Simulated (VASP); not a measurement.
Here is a VASP 6.6.1 calculation.

File INCAR:

```
SYSTEM = Si3Ge
  PREC = Accurate
  ENCUT = 520
  EDIFF = 1E-7
  ISMEAR = -1
  SIGMA = 0.069
  LREAL = .False.
  LASPH = .True.
  NELM = 100
  ALGO = Normal
  ISIF = 2
  LWAVE = .False.
  LCHARG = .True.
  GGA = PS
  LELF = .True.
  LVHAR = .True.
  NBANDS = 21
```

Contents of KPOINTS:

```
regular mesh
0
Gamma
  4 4 4
  0 0 0
```

File POSCAR:

```
Si3Ge
1.0
    1.9426527489      1.1215910875      6.3409676215
   -1.9426527489      1.1215910875      6.3409676215
    0.0000000000     -2.2431821750      6.3409676214
Si Ge
3 1
Direct
    1.0101620636     -0.0379048135      0.0448015625
    0.5004317795      0.5244123905      0.4740863667
    0.3711443019      0.3387401576      0.4288720255
    0.8723644377      0.8942082798      0.8468345713
```

Potentials or basis: VASP PAW PBE potentials, release 64 (Si, Ge_d).

The run is started by

```console
$ cat potpaw_PBE.64/Si/POTCAR potpaw_PBE.64/Ge_d/POTCAR > POTCAR
$ mpirun -np 1 vasp_std > vasp.out
```

**Question.** Estimate the pressure.

**Answer.** 0.2 GPa.

**Question.** Predict the largest force.

**Answer.** 1.338 eV/Å.

Stress tensor (GPa, compression positive):
```
 0.94 -0.18  0.04
-0.18  1.77  0.81
 0.04  0.81 -2.06
```

Caveat: the k points lie up to 0.47 Å⁻¹ apart; the PAW data sets were made with another functional, which shifts forces and pressure a little.
